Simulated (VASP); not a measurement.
Input of a VASP 6.6.1 run:

Contents of INCAR:

```
SYSTEM = Ag
PREC = Accurate
ENCUT = 500
EDIFF = 1E-7
ISMEAR = 0
SIGMA = 0.05
LREAL = .False.
LASPH = .True.
NELM = 120
ALGO = Normal
ISIF = 3
LWAVE = .False.
LCHARG = .False.
GGA = PE
IBRION = 2
NSW = 80
EDIFFG = -0.03
GGA_COMPAT = .False.
NELMIN = 4
```

Contents of KPOINTS:

```
regular mesh
0
Gamma
  11 11 11
  0 0 0
```

POSCAR

```
Ag
1.0
   -1.6200000000      1.6200000000      1.6200000000
    1.6200000000     -1.6200000000      1.6200000000
    1.6200000000      1.6200000000     -1.6200000000
Ag
1
Direct
    0.0000000000      0.0000000000      0.0000000000
```

Potentials or basis: VASP PAW PBE potentials, release 64 (Ag).

Run with:

```sh
$ cat potpaw_PBE.64/Ag/POTCAR > POTCAR
$ mpirun -np 1 vasp_std > vasp.out
```

Question: What does it give for the band gap on the k mesh?

Answer: Zero (an odd number of electrons rules out a gap without spin polarisation).

Question: What does it give for the relaxed cell?

Answer: a = 2.859 Å, b = 2.859 Å, c = 2.859 Å, α = 109.47°, β = 109.47°, γ = 109.47°.

Question: Predict the relaxed volume.

Answer: 17.98 Å³/atom.

Question: Predict the space group after relaxing (to 0.1 Å).

Answer: Im-3m (No. 229).

Step by step:
```csv
step,energy change (eV),largest force (eV/Å),pressure (GPa),volume (Å³)
1,0.0000,0.0000,5.82,17.01
2,-0.0116,0.0000,-2.62,18.57
3,-0.0166,0.0000,0.01,17.98
```
